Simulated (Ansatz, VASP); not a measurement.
**One calculation of Ta, two programs**

```xyz
1
Lattice="0.0000 2.1122 2.1122 2.1122 0.0000 2.1122 2.1122 2.1122 0.0000" Properties=species:S:1:pos:R:3 pbc="T T T"
Ta    0.0000    0.0000    0.0000
```

Alike in both runs: functional PBE; k mesh 16 × 16 × 16; occupations fermi-dirac, width 0.05 eV; no spin polarisation.

Ansatz relaxed the structure, and its values are those at the end. VASP's run is a single point on that final structure, the one shown.

|  | VASP | Ansatz |
| --- | --- | --- |
| version | VASP 6.6.1 | Ansatz 0.2.0 |
| potentials or method | VASP PAW PBE potentials, release 64 (Ta_pv) | PAW with Ansatz's default frozen-core files, scalar-relativistic |
| plane-wave cutoff (eV) | 520 | 420 |
| valence electrons in the cell | 11 | 13 |

```tsv
	VASP	Ansatz	Ansatz less VASP
pressure (GPa)	0.0	0.0	-0.02
```

VASP's potentials hold 11 valence electrons a cell and Ansatz's 13, so a difference there can come from the potentials and not from the codes.

Spin-orbit coupling is off throughout.
